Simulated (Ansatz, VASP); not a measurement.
# One calculation of SrRu3, two programs

```
CELL_PARAMETERS angstrom
4.34148 0.00000 0.00000
0.00000 4.34148 0.00000
0.00000 0.00000 4.34148
ATOMIC_POSITIONS crystal
Sr 0.00000 0.00000 0.00000
Ru 0.00000 0.50000 0.50000
Ru 0.50000 0.50000 0.00000
Ru 0.50000 0.00000 0.50000
```

Alike in both runs: task single point; functional PBEsol; k mesh 8 × 8 × 8; occupations gaussian, width 0.05 eV; no spin polarisation.

```csv
,VASP,Ansatz
version,VASP 6.6.1,Ansatz 0.2.0
potentials or method,"VASP PAW PBE potentials, release 64 (Sr_sv, Ru_pv), cutoff 520 eV","scalar-relativistic, plane waves, PAW"
valence electrons in the cell,52,58
```

VASP gave:

* pressure (GPa): -18.8

Question: Estimate Ansatz's values.

Answer: Pressure (GPa): -19.1.

VASP's potentials were made for PBE, not for PBEsol. VASP's potentials hold 52 valence electrons a cell and Ansatz's 58, so a difference there can come from the potentials and not from the codes.
